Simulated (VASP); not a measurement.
Input of a VASP 6.6.1 run:

Contents of INCAR:

```
ALGO = Normal
EDIFF = 1E-6
ENCUT = 520
GGA = PE
ISIF = 2
ISMEAR = 0
LASPH = T
LCHARG = F
LREAL = F
LWAVE = F
NBANDS = 11
NELM = 60
PREC = Accurate
SIGMA = 0.05
```

File KPOINTS:

```
k-points
0
Gamma
  10 10 10
```

Contents of POSCAR:

```
BP
1.0
    0.0000000000      2.3597600000      2.0874800000
    2.3597600000      0.0000000000      2.0874800000
    2.3597600000      2.3597600000      0.0000000000
B P
1 1
Direct
    0.0000000000      0.0000000000      0.0000000000
    0.7500000000      0.7500000000      0.7500000000
```

Potentials or basis: VASP PAW PBE potentials, release 64 (B, P).

The run is started by

```console
$ cat potpaw_PBE.64/B/POTCAR potpaw_PBE.64/P/POTCAR > POTCAR
$ mpirun -np 1 vasp_std > vasp.out
```

(1) What does it give for the pressure?

(2) Predict the band gap on the k mesh.

Results:

(1) 1.3 GPa.

(2) zero (band 4 reaches 8.22 eV, above the bottom of band 5 at 7.69 eV).

Caveat: the cell differs from its parent crystal (strain +0.040 along x and y, -0.080 along z).
